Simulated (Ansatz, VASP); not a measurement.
**Two plane-wave programs on FeO**

```
CELL_PARAMETERS angstrom
0.00000 2.42860 2.42860
2.42860 0.00000 2.42860
2.42860 2.42860 0.00000
ATOMIC_POSITIONS crystal
Fe 0.00000 0.00000 0.00000
O 0.25000 0.25000 0.25000
```

Alike in both runs: task single point; functional PBE; k mesh 10 × 10 × 10; occupations fermi-dirac, width 0.05 eV; collinear spin.

|  | VASP | Ansatz |
| --- | --- | --- |
| version | VASP 6.6.1 | Ansatz 0.2.0 |
| potentials or method | VASP PAW PBE potentials, release 64 (Fe_sv, O) | Ansatz PAW |
| plane-wave cutoff (eV) | 600 | 420 |
| valence electrons in the cell | 22 | 22 |

Ansatz gave:

```
gap on the k mesh at the Fermi level (eV)                     : none
pressure (GPa)                                                : -16.4
net moment per atom (μB)                                      : 2.01
size of the moment on the site where the two differ most (μB) : 3.42
```

Problem. Estimate VASP's values.

Solution. gap on the k mesh at the Fermi level (eV): none; pressure (GPa): -17.8; net moment per atom (μB): 2.02; size of the moment on the site where the two differ most (μB): 3.48.

Site moments also hang on the region over which each program counts them. A gap of «none» marks a metal or a gap that the smearing closes. With one functional, cell and mesh, what is left measures potentials, basis and numerics.
